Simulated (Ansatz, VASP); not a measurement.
**One calculation of PbS, two programs**

Contents of INCAR:

```
SYSTEM = PbS
  ALGO = Normal
  EDIFF = 1E-6
  ENCUT = 520
  GGA = RE
  ISIF = 2
  ISMEAR = -1
  LASPH = .TRUE.
  LCHARG = .FALSE.
  LREAL = .FALSE.
  LWAVE = .FALSE.
  NBANDS = 17
  NELM = 100
  PREC = Accurate
  SIGMA = 0.05
```

File KPOINTS:

```
k-points
0
G
  7 7 7
  0 0 0
```

The input POSCAR:

```
PbS
1.0
    3.6536590000      0.0000000000      0.0000000000
    0.0000000000      3.6536590000      0.0000000000
    0.0000000000      0.0000000000      3.6536590000
Pb S
1 1
Direct
    0.0000000000      0.0000000000      0.0000000000
    0.5000000000      0.5000000000      0.5000000000
```

input.yaml

```yaml
crystal:
  lattice:
    - [3.653659, 0.0, 0.0]
    - [0.0, 3.653659, 0.0]
    - [0.0, 0.0, 3.653659]
  atoms:
    - { symbol: Pb, position: [0.0, 0.0, 0.0] }
    - { symbol: S, position: [0.5, 0.5, 0.5] }
hamiltonian:
  xc: revpbe
  pseudopotentials: { kind: paw }
kpoints:
  mp_grid: { grid: [7, 7, 7] }
  band_path:
    path:
      - [[0.0, 0.0, 0.0], [0.0, 0.5, 0.0], [0.5, 0.5, 0.0], [0.0, 0.0, 0.0], [0.5, 0.5, 0.5], [0.0, 0.5, 0.0]]
      - [[0.5, 0.5, 0.0], [0.5, 0.5, 0.5]]
    npoints: 14
scf:
  occupations: { method: fermi_dirac, width: 0.05 }
  n_extra_bands: 6
output:
  forces: true
  stress: true
  eigenvalues: true
  fatbands: false
  write_density: true
  write_potential: true
  elf: true
  volumetric_format: npy
```

Alike in both runs: functional revPBE; k mesh 7 × 7 × 7; occupations fermi-dirac, width 0.05 eV; no spin polarisation.

|  | VASP | Ansatz |
| --- | --- | --- |
| version | VASP 6.6.1 | Ansatz 0.2.0 |
| potentials or method | VASP PAW PBE potentials, release 64 (Pb_d, S) | Ansatz PAW |
| plane-wave cutoff (eV) | 520 | 420 |
| valence electrons in the cell | 20 | 20 |
| task | single point | band structure |

|  | VASP | Ansatz | Ansatz less VASP |
| --- | --- | --- | --- |
| pressure (GPa) | 1.4 | 1.5 | +0.09 |

VASP's potentials were made for PBE, not for revPBE. The functional is the same, so the differences come from potentials, cutoffs and numerics.

Spin-orbit coupling is off throughout.
